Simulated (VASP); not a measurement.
Here is a VASP 6.6.1 calculation.

The input INCAR:

```
  PREC = Accurate
  ENCUT = 520
  EDIFF = 1E-6
  ISMEAR = 1
  SIGMA = 0.05
  LREAL = False
  LASPH = True
  NELM = 60
  ALGO = Normal
  ISIF = 2
  LWAVE = False
  LCHARG = False
  NBANDS = 12
```

Contents of KPOINTS:

```
regular mesh
0
Gamma
  19 19 19
```

The input POSCAR:

```
Ti
1.0
    1.4858362649      1.4858362649      1.4858362649
   -1.4858362649      1.4858362649      1.4858362649
   -1.4858362649     -1.4858362649      1.4858362649
Ti
1
Direct
    0.0000000000      0.0000000000      0.0000000000
```

Potentials or basis: VASP PAW LDA potentials, release 64 (Ti_sv).

Run with:

```console
$ cat potpaw_LDA.64/Ti_sv/POTCAR > POTCAR
$ mpirun -np 1 vasp_std > vasp.out
```

**Question.** What does it give for the pressure?

**Answer.** 29.6 GPa.

**Question.** Estimate the band gap on the k mesh.

**Answer.** Zero (band 6 reaches 12.25 eV, above the bottom of band 7 at 10.34 eV).
